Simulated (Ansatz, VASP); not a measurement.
CsRb2AlI6: VASP beside Ansatz

```
Cs Rb Al I
1.0
     0.00000    6.37643    6.37643
     6.37643    0.00000    6.37643
     6.37643    6.37643    0.00000
Cs Rb Al I
1 2 1 6
Cartesian
  6.3764 6.3764 6.3764
  9.5646 9.5646 9.5646
  3.1882 3.1882 3.1882
  0.0000 0.0000 0.0000
  2.7764 6.3764 6.3764
  6.3764 6.3764 2.7764
  9.9764 6.3764 6.3764
  6.3764 2.7764 6.3764
  6.3764 9.9764 6.3764
  6.3764 6.3764 9.9764
```

Alike in both runs: task single point; functional LDA; k mesh 3 × 3 × 3; no spin polarisation.

|  | VASP | Ansatz |
| --- | --- | --- |
| version | VASP 6.6.1 | Ansatz 0.2.0 |
| potentials or method | VASP PAW LDA potentials, release 64 (Cs_sv, Rb_sv, Al, I), cutoff 520 eV | plane waves, PAW |
| occupations | gaussian, width 0.01 eV | fixed |
| valence electrons in the cell | 72 | 132 |

|  | VASP | Ansatz | Ansatz less VASP |
| --- | --- | --- | --- |
| gap on the k mesh at the Fermi level (eV) | 1.95 | 1.94 | -0.005 |
| pressure (GPa) | -1.5 | -1.5 | -0.03 |

LDA's correlation is that of Perdew and Zunger in VASP and of Perdew and Wang (1992) in Ansatz. VASP's potentials hold 72 valence electrons a cell and Ansatz's 132, so a difference there can come from the potentials and not from the codes.

Neither program's run includes spin-orbit coupling.
